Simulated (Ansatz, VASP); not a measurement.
Al2Au: VASP beside Ansatz

```
Al Au
1.0
     0.00000    3.00000    3.00000
     3.00000    0.00000    3.00000
     3.00000    3.00000    0.00000
Al Au
2 1
Cartesian
  1.5000 1.5000 1.5000
  4.5000 4.5000 4.5000
  0.0000 0.0000 0.0000
```

Alike in both runs: task relaxation of cell and atoms; functional PBEsol; k mesh 12 × 12 × 12; occupations gaussian, width 0.1 eV; no spin polarisation.

```csv
,VASP,Ansatz
version,VASP 6.6.1,Ansatz 0.2.0
potentials or method,"VASP PAW PBE potentials, release 64 (Al, Au), cutoff 600 eV","scalar-relativistic, plane waves, PAW"
valence electrons in the cell,17,25
```

VASP gave:

| Property | Result |
| --- | --- |
| gap on the k mesh at the Fermi level, each at its own relaxed structure (eV) | none |
| relaxed volume (Å³/atom) | 18.00 |
| relaxed length of the cell vector where the two differ most in proportion (Å) | 4.243 |

Task: Estimate Ansatz's values.

Result: gap on the k mesh at the Fermi level, each at its own relaxed structure (eV): none; relaxed volume (Å³/atom): 18.03; relaxed length of the cell vector where the two differ most in proportion (Å): 4.245.

VASP's potentials were made for PBE, not for PBEsol. A gap of «none» marks a metal or a gap that the smearing closes. VASP's potentials hold 17 valence electrons a cell and Ansatz's 25, so a difference there can come from the potentials and not from the codes.

Spin-orbit coupling is off throughout. Noted on VASP's run: the relaxation stopped at its first step, so nothing moved.
